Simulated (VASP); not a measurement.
**HfO2: single point with PBE**

HfO2:

```
Hf O
1.0
     3.55802    0.00000    0.00000
     0.00000    3.55802    0.00000
     0.00000    0.00000    5.17186
Hf O
2 4
Cartesian
  1.7790 1.7790 2.5859
  0.0000 0.0000 0.0000
  0.0000 1.7790 3.6297
  1.7790 0.0000 4.1281
  1.7790 0.0000 1.5421
  0.0000 1.7790 1.0438
```

```
Program                : VASP 6.6.1
Task                   : single point
Functional             : PBE
Potentials or basis    : VASP PAW PBE potentials, release 64 (Hf_pv, O)
Cutoff                 : 520 eV
k mesh                 : 6 × 6 × 6
Occupations            : gaussian, width 0.02 eV
Spin                   : no spin polarisation
Dipole correction      : no
Further INCAR settings : ALGO = Normal; EDIFF = 1e-06; NBANDS = 31
```

- Pressure: 5.2 GPa
- Largest force: 0.032 eV/Å
- Band gap on the k mesh: 4.67 eV (least direct gap 4.74 eV)

Forces in eV/Å, atoms in the order of the input:
```
Hf   0.000  0.000  0.000
Hf   0.000  0.000  0.000
O    0.000  0.000 -0.032
O    0.000  0.000  0.032
O    0.000  0.000  0.032
O    0.000  0.000 -0.032
```

Stress tensor (GPa, compression positive):
```
5.91 0.00 0.00
0.00 5.91 0.00
0.00 0.00 3.92
```

Levels at points of the mesh, in eV from the valence-band top:
```
           k point  band 18  band 19  band 20  band 21  band 22  band 23  band 24  band 25  band 26  band 27
(0.00, 0.00, 0.00)    -1.27    -0.60    -0.17    -0.08    -0.08     4.67     4.71     5.81     6.17     6.44
(0.50, 0.00, 0.00)    -2.20    -1.47    -1.47    -0.19    -0.19     5.11     5.11     6.10     6.10     7.51
(0.50, 0.50, 0.00)    -1.05    -0.89    -0.89    -0.41    -0.41     5.59     5.59     6.11     6.11     7.29
(0.00, 0.00, 0.50)    -2.75    -0.60    -0.60     0.00     0.00     5.36     5.36     5.59     5.59     8.74
(0.50, 0.00, 0.50)    -1.97    -1.40    -1.40    -1.01    -1.01     5.25     5.25     5.55     5.55     7.53
(0.50, 0.50, 0.50)    -1.96    -1.33    -1.33     0.00     0.00     5.96     5.96     6.14     6.14     7.47
```

Run time: 66 s on 1 thread of Intel Xeon 8259CL, with other jobs on the host, peak memory 0.22 GiB.

Caveat: the cell stands under pressure; spin-orbit coupling is left out, which moves the levels of the heavy elements. A k mesh can miss the band edges.
